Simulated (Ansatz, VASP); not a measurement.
Ta: VASP beside Ansatz

The input POSCAR:

```
Ta
1.0
   -1.6533592789      1.6533592789      1.6533592789
    1.6533592789     -1.6533592789      1.6533592789
    1.6533592789      1.6533592789     -1.6533592789
Ta
1
Direct
    0.0000000000      0.0000000000      0.0000000000
```

INCAR.step1

```
SYSTEM = Ta
ALGO     = Normal         ! electronic algorithm
EDIFF    = 1E-4           ! SCF threshold, eV
ENCUT    = 520            ! plane-wave cutoff, eV
GGA      = PE             ! functional
ISMEAR   = 0              ! smearing method
LASPH    = .TRUE.         ! aspherical terms in the spheres
LCHARG   = .FALSE.        ! write CHGCAR
LREAL    = .FALSE.        ! projectors in reciprocal space
LWAVE    = .TRUE.         ! write WAVECAR
NBANDS   = 12             ! bands
NELM     = 80             ! most SCF steps
PREC     = Accurate       ! precision mode
SIGMA    = 0.01           ! smearing width, eV
```

Contents of INCAR.step2:

```
SYSTEM = Ta
ALGO     = Normal         ! electronic algorithm
EDIFF    = 1E-6           ! SCF threshold, eV
ENCUT    = 520            ! plane-wave cutoff, eV
ISIF     = 2              ! what is computed and relaxed
ISMEAR   = 0              ! smearing method
ISTART   = 1            
LASPH    = .TRUE.         ! aspherical terms in the spheres
LCHARG   = .TRUE.         ! write CHGCAR
LELF     = .TRUE.         ! ELF
LMIXTAU  = .TRUE.       
LREAL    = .FALSE.        ! projectors in reciprocal space
LVHAR    = .TRUE.       
LWAVE    = .FALSE.        ! write WAVECAR
METAGGA  = R2SCAN         ! meta-GGA
NBANDS   = 12             ! bands
NELM     = 80             ! most SCF steps
PREC     = Accurate       ! precision mode
SIGMA    = 0.01           ! smearing width, eV
```

File KPOINTS:

```
k-points
0
G
  13 13 13
  0 0 0
```

Input for Ansatz:

```yaml
crystal:
  lattice:
    - [-1.6533592789, 1.6533592789, 1.6533592789]
    - [1.6533592789, -1.6533592789, 1.6533592789]
    - [1.6533592789, 1.6533592789, -1.6533592789]
  atoms:
    - { symbol: Ta, position: [0.0, 0.0, 0.0] }
hamiltonian:
  xc: r2scan
  pseudopotentials:
    kind: paw
    azcp:
      Ta: "pseudopotentials/Ta.paw.azcp"
basis:
  ecutwfc: 500
  fft_grid_basis: typed
kpoints:
  mp_grid: { grid: [13, 13, 13], shift: [0, 0, 0] }
magnetization:
  spin_polarized: false
scf:
  occupations: { method: gaussian, width: 0.01 }
  lower_state_search: "off"
output:
  stress: true
  write_density: true
  write_potential: true
  elf: true
  volumetric_format: npy
```

Alike in both runs: task single point; functional r2SCAN; k mesh 13 × 13 × 13; occupations gaussian, width 0.01 eV; no spin polarisation.

|  | VASP | Ansatz |
| --- | --- | --- |
| version | VASP 6.6.1 | Ansatz 0.2.0 |
| potentials or method | VASP PAW PBE potentials, release 64 (Ta_pv), cutoff 520 eV | plane waves (500 eV) with PAW, scalar-relativistic |
| valence electrons in the cell | 11 | 13 |

VASP gave:

| Quantity | Value |
| --- | --- |
| pressure (GPa) | 0.6 |

**Question.** What did Ansatz give for the same quantities?

**Answer.** Pressure (GPa): -0.1.

VASP's potentials were made for PBE, not for r2SCAN. VASP's potentials hold 11 valence electrons a cell and Ansatz's 13, so a difference there can come from the potentials and not from the codes.

Neither program's run includes spin-orbit coupling.
